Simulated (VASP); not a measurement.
# TiMoSe4 (P3m1) in VASP: single point with PBE

Aim: the single point of TiMoSe4 with PBE.

All numbers are computed with VASP 6.6.1; they aren't measurements. Logs are shortened: lines on timing, memory, paths and dates and some standing lists are left out, and cuts for length are marked.

## 1. The cell of the first run

It takes space group P3m1 (No. 156, trigonal). Conventional cell: a = 3.406 Å, b = 3.406 Å, c = 14.000 Å, α = 90.00°, β = 90.00°, γ = 120.00°. Within 3.4 Å of Ti (site symmetry 3m) lie 6 Se at 2.54 Å. Mo (site symmetry 3m) has 6 Se at 2.56 Å within 3.4 Å. Within 3.4 Å of Se (site symmetry 3m) lie 3 Ti at 2.54 Å. Within 3.4 Å of Se (site symmetry 3m) lie 3 Ti at 2.54 Å. Within 3.4 Å of Se (site symmetry 3m) lie 3 Mo at 2.56 Å and 1 Se at 3.27 Å. Within 3.4 Å of Se (site symmetry 3m) lie 3 Mo at 2.56 Å and 1 Se at 3.27 Å.

## 2. Single point, PBE, collinear spin, ferromagnetic start

Contents of INCAR:

```
SYSTEM = TiMoSe4
PREC = Accurate
ENCUT = 520
EDIFF = 1E-6
ISMEAR = 0
SIGMA = 0.15
LREAL = .FALSE.
LASPH = .TRUE.
NELM = 150
ALGO = Normal
ISIF = 2
LWAVE = .FALSE.
LCHARG = .FALSE.
ISPIN = 2
MAGMOM = 1 1 0 0 0 0
LORBIT = 11
LMAXMIX = 4
GGA = PE
NBANDS = 38
```

Contents of KPOINTS:

```
regular mesh
0
G
  4 4 1
  0 0 0
```

Contents of POSCAR:

```
TiMoSe4
1.0
    3.4058406810      0.0000000000      0.0000000000
   -1.7029203405      2.9495445510      0.0000000000
    0.0000000000      0.0000000000     14.0000851383
Ti Mo Se
1 1 4
Direct
    0.0000000000      0.0000000000      0.0013433176
    0.3333333333      0.6666666667      0.4986770248
    0.3333333333      0.6666666667      0.1163653532
    0.6666666667      0.3333333333      0.8862701411
    0.0000000000      0.0000000000      0.3817126161
    0.0000000000      0.0000000000      0.6156315472
```

Potentials or basis: VASP PAW PBE potentials, release 64 (Ti_sv, Mo_sv, Se).

On the command line:

```
$ cat potpaw_PBE.64/Ti_sv/POTCAR potpaw_PBE.64/Mo_sv/POTCAR potpaw_PBE.64/Se/POTCAR > POTCAR
$ mpirun -np 1 vasp_std > vasp.out
```

OUTCAR:

```text
SYSTEM = TiMoSe4
   PREC = Accurate
   ENCUT = 520
   EDIFF = 1E-6
   ISMEAR = 0
   LREAL = .FALSE.
   LASPH = .TRUE.
   NELM = 150
   ISIF = 2
   ISPIN = 2
   LORBIT = 11
   GGA = PE

 ion  position               nearest neighbor table
   1  0.000  0.000  0.001-   3 2.54   3 2.54   3 2.54   4 2.54   4 2.54   4 2.54
   2  0.333  0.667  0.499-   6 2.56   6 2.56   6 2.56   5 2.56   5 2.56   5 2.56
   3  0.333  0.667  0.116-   1 2.54   1 2.54   1 2.54
   4  0.667  0.333  0.886-   1 2.54   1 2.54   1 2.54
   5  0.000  0.000  0.382-   2 2.56   2 2.56   2 2.56
   6  0.000  0.000  0.616-   2 2.56   2 2.56   2 2.56

  LATTYP: Found a hexagonal cell.
 ALAT       =     3.4058406810
 C/A-ratio  =     4.1106106978

  Lattice vectors:

 A1 = (   3.4058406810,   0.0000000000,   0.0000000000)
 A2 = (  -1.7029203405,   2.9495445510,   0.0000000000)
 A3 = (   0.0000000000,   0.0000000000,  14.0000851383)

Analysis of symmetry for initial positions (statically):
=====================================================================
 Subroutine PRICEL returns:
 Original cell was already a primitive cell.

 Routine SETGRP: Setting up the symmetry group for a
 hexagonal supercell.

 Subroutine GETGRP returns: Found  6 space group operations
 (whereof  6 operations were pure point group operations)
 out of a pool of 24 trial point group operations.

The static configuration has the point symmetry C_3v.

Analysis of symmetry for dynamics (positions and initial velocities):
=====================================================================
 Subroutine PRICEL returns:
 Original cell was already a primitive cell.

 Routine SETGRP: Setting up the symmetry group for a
 hexagonal supercell.

 Subroutine GETGRP returns: Found  6 space group operations
 (whereof  6 operations were pure point group operations)
 out of a pool of 24 trial point group operations.

The dynamic configuration has the point symmetry C_3v.

Analysis of structural, dynamic, and magnetic symmetry:
=====================================================================
 Subroutine PRICEL returns:
 Original cell was already a primitive cell.

 Routine SETGRP: Setting up the symmetry group for a
 hexagonal supercell.

 Subroutine GETGRP returns: Found  6 space group operations
 (whereof  6 operations were pure point group operations)
 out of a pool of 24 trial point group operations.

[... 120 lines left out ...]
  energy-cutoff  :      520.00
  volume of cell :      140.64
 maximum number of plane-waves:      3795
 NGX is ok and might be reduce to    28
   NGX = 13   NGY = 13   NGZ = 53

 number of electron      49.9999998 magnetization       0.0004102

 number of electron      49.9999998 magnetization      -0.0002523

 Free energy of the ion-electron system (eV)
  ---------------------------------------------------
  ext. energy  EPLUGINS =         0.00000000
  ---------------------------------------------------
  free energy    TOTEN  =       -38.05993548 eV

  energy without entropy =      -38.04481798  energy(sigma->0) =      -38.05237673

 E-fermi :   4.2612     XC(G=0):  -9.5948

 val. band max:        4.2133830740   @ k =   0.5000   0.0000   0.0000
 cond. band min:       4.6439437299   @ k =   0.2500   0.0000   0.0000
 fundamental gap:      0.4305606559
 Fermi energy:         4.2612081504

 spin component 1

 k-point     1 :       0.0000    0.0000    0.0000
  band No.  band energies     occupation
      1     -56.8396      1.00000
      2     -53.0234      1.00000
      3     -30.9267      1.00000
      4     -30.8561      1.00000
      5     -30.8561      1.00000
      6     -29.2778      1.00000
[... 149 lines left out ...]
     36      11.2756      0.00000
     37      11.4679      0.00000
 Fermi energy:         4.2612081504

 spin component 2

 k-point     1 :       0.0000    0.0000    0.0000
  band No.  band energies     occupation
      1     -56.8395      1.00000
      2     -53.0232      1.00000
      3     -30.9267      1.00000
      4     -30.8561      1.00000
      5     -30.8561      1.00000
      6     -29.2776      1.00000
[... 149 lines left out ...]
     36      11.2756      0.00000
     37      11.4679      0.00000
 [bands above 37 left out]

------------------------ aborting loop because EDIFF is reached ----------------------------------------

  FORCE on cell =-STRESS in cart. coord.  units (eV):
  Direction    XX          YY          ZZ          XY          YZ          ZX
  --------------------------------------------------------------------------------------
  -------------------------------------------------------------------------------------
  Total        0.1218506      0.1218506      0.4041457     -0.0000000      0.0000000     -0.0000000
  in kB        1.3881239      1.3881239      4.6040348     -0.0000000      0.0000000     -0.0000000
  external PRESSURE =       2.4600942 kB  Pullay stress =       0.0000000 kB

 VOLUME and BASIS-vectors are now :
 -----------------------------------------------------------------------------
  energy-cutoff  :      520.00
  volume of cell :      140.64
      direct lattice vectors                 reciprocal lattice vectors
     3.405840681  0.000000000  0.000000000     0.293613264  0.169517697  0.000000000
    -1.702920340  2.949544551  0.000000000     0.000000000  0.339035394  0.000000000
     0.000000000  0.000000000 14.000085138     0.000000000  0.000000000  0.071428137

 POSITION                                       TOTAL-FORCE (eV/Angst)
 -----------------------------------------------------------------------------------
      0.00000      0.00000      0.01881        -0.000000      0.000000      0.001102
     -0.00000      1.96636      6.98152         0.000000      0.000000     -0.001432
     -0.00000      1.96636      1.62912        -0.000000      0.000000      0.000269
      1.70292      0.98318     12.40786        -0.000000      0.000000     -0.000737
      0.00000      0.00000      5.34401        -0.000000     -0.000000     -0.057481
      0.00000      0.00000      8.61889        -0.000000     -0.000000      0.058279
 -----------------------------------------------------------------------------------
    total drift:                                0.000000     -0.000000     -0.000418

  FREE ENERGIE OF THE ION-ELECTRON SYSTEM (eV)
  ---------------------------------------------------
  free  energy   TOTEN  =       -38.0599354794 eV

  energy  without entropy=      -38.0448179779  energy(sigma->0) =      -38.05237673

 total charge

# of ion       s       p       d       tot
------------------------------------------
    1        2.180   6.173   1.860  10.213
    2        2.264   6.166   3.886  12.316
    3        1.475   2.359   0.037   3.871
    4        1.475   2.359   0.037   3.871
    5        1.478   2.309   0.057   3.843
    6        1.477   2.309   0.057   3.843
--------------------------------------------------
tot         10.349  21.674   5.933  37.956

 magnetization (x)

# of ion       s       p       d       tot
------------------------------------------
    1        0.000   0.000   0.000   0.000
    2       -0.000  -0.000   0.000   0.000
    3       -0.000  -0.000   0.000  -0.000
    4       -0.000  -0.000   0.000  -0.000
    5        0.000   0.000  -0.000   0.000
    6        0.000   0.000  -0.000   0.000
--------------------------------------------------
tot          0.000  -0.000   0.000   0.000
```

OSZICAR:

```text
N       E                     dE             d eps       ncg     rms          rms(c)
DAV:   1     0.463508750317E+03    0.46351E+03   -0.23868E+04   672   0.124E+03
[... 12 lines left out ...]
DAV:  14    -0.380597408587E+02   -0.44734E-03   -0.31660E-04   724   0.881E-02    0.592E-02
DAV:  15    -0.380598680855E+02   -0.12723E-03   -0.79525E-05   718   0.396E-02    0.377E-02
DAV:  16    -0.380599152152E+02   -0.47130E-04   -0.47228E-05   732   0.324E-02    0.188E-02
DAV:  17    -0.380599282139E+02   -0.12999E-04   -0.10777E-05   720   0.124E-02    0.109E-02
DAV:  18    -0.380599333420E+02   -0.51281E-05   -0.41675E-06   634   0.749E-03    0.585E-03
DAV:  19    -0.380599352631E+02   -0.19211E-05   -0.14900E-06   522   0.515E-03    0.273E-03
DAV:  20    -0.380599354794E+02   -0.21631E-06   -0.39269E-07   448   0.299E-03
   1 F= -.38059935E+02 E0= -.38052377E+02  d E =-.151175E-01  mag=    -0.0000
```

Wall time 59 s (1 thread of AMD EPYC 9R45 (Zen 5), shared host); peak memory 0.32 GiB.

What came out:

```yaml
Free_energy: -38.0599 eV
Pressure: 0.2 GPa
Largest_force: 0.058 eV/Å
Band_gap_on_the_k_mesh: zero (filled and empty bands overlap)
Net_moment: 0.00 μB per cell
Valence_electrons_inside_the_program's_atomic_spheres: Ti 10.21; Mo 12.32; Se 3.87, 3.84
```

Forces on the atoms (eV/Å):
```
Ti   0.000  0.000  0.001
Mo   0.000  0.000 -0.001
Se   0.000  0.000  0.000
Se   0.000  0.000 -0.001
Se   0.000  0.000 -0.057
Se   0.000  0.000  0.058
```

Stress tensor (GPa, compression positive):
```
0.14 0.00 0.00
0.00 0.14 0.00
0.00 0.00 0.46
```

Caveat: the k points lie up to 0.53 Å⁻¹ apart; this functional lacks dispersion, which binds the layers, so the pressure and a relaxed spacing across them are unreliable.
